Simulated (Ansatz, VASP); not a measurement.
## Ga: VASP beside Ansatz

```
CELL_PARAMETERS angstrom
2.37084 -3.97356 0.00000
2.37084 3.97356 0.00000
0.00000 0.00000 4.66445
ATOMIC_POSITIONS crystal
Ga 0.84421 0.15579 0.08395
Ga 0.65579 0.34421 0.58395
Ga 0.15579 0.84421 0.91605
Ga 0.34421 0.65579 0.41605
```

Alike in both runs: task single point; functional PBE; k mesh 11 × 11 × 9; occupations fermi-dirac, width 0.1 eV; no spin polarisation.

```csv
,VASP,Ansatz
version,VASP 6.6.1,Ansatz 0.2.0
potentials or method,"VASP PAW PBE potentials, release 64 (Ga_d), cutoff 520 eV","plane waves (420 eV) with PAW, scalar-relativistic"
valence electrons in the cell,52,52
```

```csv
,VASP,Ansatz,Ansatz less VASP
pressure (GPa),-3.0,-3.1,-0.12
"traceless stress, the component that is largest in VASP (GPa)",0.18,0.19,+0.004
```
